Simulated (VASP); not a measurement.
The system is ZnGeN3.

```
Zn Ge N
1.0
    -2.65727    2.65727    3.75795
     2.65727   -2.65727    3.75795
     2.65727    2.65727   -3.75795
Zn Ge N
2 2 6
Direct
  0.75000 0.25000 0.50000
  0.25000 0.75000 0.50000
  0.50000 0.50000 0.00000
  0.00000 0.00000 0.00000
  0.27678 0.77678 0.05355
  0.77678 0.72322 0.50000
  0.75000 0.75000 0.00000
  0.72322 0.22322 0.94645
  0.22322 0.27678 0.50000
  0.25000 0.25000 0.00000
```

```yaml
Program: VASP 6.6.1
Task: relaxation of cell and atoms
Functional: PBE
Potentials_or_basis: VASP PAW PBE potentials, release 64 (Zn, Ge_d, N)
Cutoff: 600 eV
k_mesh: 4 × 4 × 4
Occupations: gaussian, width 0.1 eV
Spin: no spin polarisation
```

At the start: pressure 8.2 GPa; volume 10.61 Å³/atom.

Q: How do energy, volume and symmetry change on relaxing?

A: Over 29 steps the energy falls by 761.8 meV/atom and the volume is 9.89 Å³/atom (-6.8 %); space group I4/mcm (No. 140, to 0.1 Å) before and after.

Step by step:
```csv
step,energy change (eV),largest force (eV/Å),pressure (GPa),volume (Å³)
1,0.0000,1.2754,8.23,106.14
2,-0.3872,1.2634,-5.25,114.74
3,-0.3878,1.2594,-5.57,115.00
4,-0.8477,1.3789,-6.45,114.89
5,-2.3282,1.3181,-8.47,114.52
6,-3.9440,0.2003,-1.02,113.57
7,-4.1880,0.4682,2.37,113.14
8,-4.1946,1.2717,4.79,112.94
9,-4.2064,0.8105,3.49,113.04
10,-4.6794,0.8772,-0.50,114.02
11,-5.2905,1.5843,-4.90,115.83
12,-4.8970,8.6406,4.01,118.02
13,-5.4209,2.3298,-5.33,116.55
14,-6.0254,0.4355,-10.38,113.94
15,-6.7713,1.8995,-15.48,107.14
16,-7.1321,2.1844,-10.12,102.92
17,-7.2617,2.5081,-4.31,99.66
18,-7.2674,2.6057,-2.55,98.82
19,-7.5011,1.5911,-0.59,98.10
20,-7.5954,0.0727,2.57,97.31
21,-7.5960,0.0915,2.25,97.37
22,-7.5960,0.0195,2.38,97.34
23,-7.6031,0.0272,1.52,97.83
24,-7.6089,0.1222,-0.24,98.86
25,-7.6115,0.0174,-0.36,98.93
26,-7.6138,0.2023,-0.61,99.09
27,-7.6154,0.1650,-0.43,99.06
28,-7.6180,0.0468,0.18,98.95
29,-7.6181,0.0216,0.33,98.93
```

Final structure:
```
CELL_PARAMETERS angstrom
-2.34467 2.34467 4.49895
2.34467 -2.34467 4.49895
2.34467 2.34467 -4.49895
ATOMIC_POSITIONS crystal
Zn 0.75000 0.25000 0.50000
Zn 0.25000 0.75000 0.50000
Ge 0.50000 0.50000 0.00000
Ge 0.00000 0.00000 0.00000
N 0.39672 0.89672 0.29344
N 0.89672 0.60328 0.50000
N 0.75000 0.75000 0.00000
N 0.60328 0.10328 0.70656
N 0.10328 0.39672 0.50000
N 0.25000 0.25000 0.00000
```

Caveat: the k points lie up to 0.38 Å⁻¹ apart in the final cell.
